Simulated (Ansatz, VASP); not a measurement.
One calculation of Au, two programs

```
Au
1.0
     2.80177    0.00000    0.00000
     0.00000    2.80177    0.00000
     0.00000    0.00000    2.80177
Au
1
Cartesian
  0.0000 0.0000 0.0000
```

Change from the starting cell: volume scaled by 1.06.

Alike in both runs: task single point; functional PBE; k mesh 12 × 12 × 12; occupations fermi-dirac, width 0.08 eV; no spin polarisation.

|  | VASP | Ansatz |
| --- | --- | --- |
| version | VASP 6.6.1 | Ansatz 0.2.0 |
| potentials or method | VASP PAW PBE potentials, release 64 (Au), cutoff 520 eV | all-electron LAPW, scalar-relativistic |

VASP gave:

| Property | Result |
| --- | --- |
| pressure (GPa) | -5.3 |

Estimate Ansatz's values.

pressure (GPa): -5.2.

Ansatz ran all-electron here, and VASP with PAW potentials.

Neither program's run includes spin-orbit coupling.
